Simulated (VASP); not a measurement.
Write the native input for VASP 6.6.1 that does the following.

```yaml
Task: electric field gradients
Functional: PBEsol
Potentials_or_basis: VASP PAW PBE potentials, release 64 (Cd, I)
Cutoff: 400 eV
k_mesh: 8 × 8 × 5
Occupations: fermi-dirac, width 0.03 eV
Spin: no spin polarisation
Dipole_correction: no
Further_INCAR_settings: ALGO = Normal; EDIFF = 1e-08; NBANDS = 20
```

The structure of CdI2 lies in POSCAR:

```
CdI2
1.0
    4.2439992147      0.0000000000      0.0000000000
   -2.1219996073      3.6754111335      0.0000000000
    0.0000000000      0.0000000000      6.7218200000
Cd I
1 2
Direct
    0.0000000000      0.0000000000      0.0000000000
    0.3333333333      0.6666666667      0.2492000000
    0.6666666667      0.3333333333      0.7508000000
```

This cell differs from its parent crystal: zz strain of -2 %.

The input as run:

INCAR

```
SYSTEM = CdI2
PREC = Accurate ; ENCUT = 400
EDIFF = 1E-8 ; ISMEAR = -1
SIGMA = 0.03 ; LREAL = .FALSE.
LASPH = .TRUE. ; NELM = 120
ALGO = Normal ; ISIF = 2
LWAVE = .FALSE. ; LCHARG = .FALSE.
GGA = PS ; LEFG = .TRUE.
NBANDS = 20 ; GGA_COMPAT = .FALSE.
```

KPOINTS

```
regular mesh
0
G
  8 8 5
  0 0 0
```

Potentials or basis: VASP PAW PBE potentials, release 64 (Cd, I).

Run with:

```console
$ cat potpaw_PBE.64/Cd/POTCAR potpaw_PBE.64/I/POTCAR > POTCAR
$ mpirun -np 1 vasp_std > vasp.out
```

It gave:

* Pressure: 0.2 GPa
* Largest force: 0.087 eV/Å
* Band gap on the k mesh: 2.36 eV, indirect (least direct gap 2.44 eV)

Caveat: the cell differs from its parent crystal (zz strain of -2 %); without QUAD_EFG the Cq values of the log hold for a quadrupole moment of 1 mb, not for the nuclei; the PAW data sets were made with another functional, which shifts forces and pressure a little; spin-orbit coupling is left out, which moves the levels of the heavy elements; this functional lacks dispersion, which binds the layers, so the pressure and a relaxed spacing across them are unreliable.

Wall time 32 s on 1 thread of AMD EPYC 9R45 96-Core Processor (Zen 5), with other jobs on the host, peak memory 0.18 GiB.
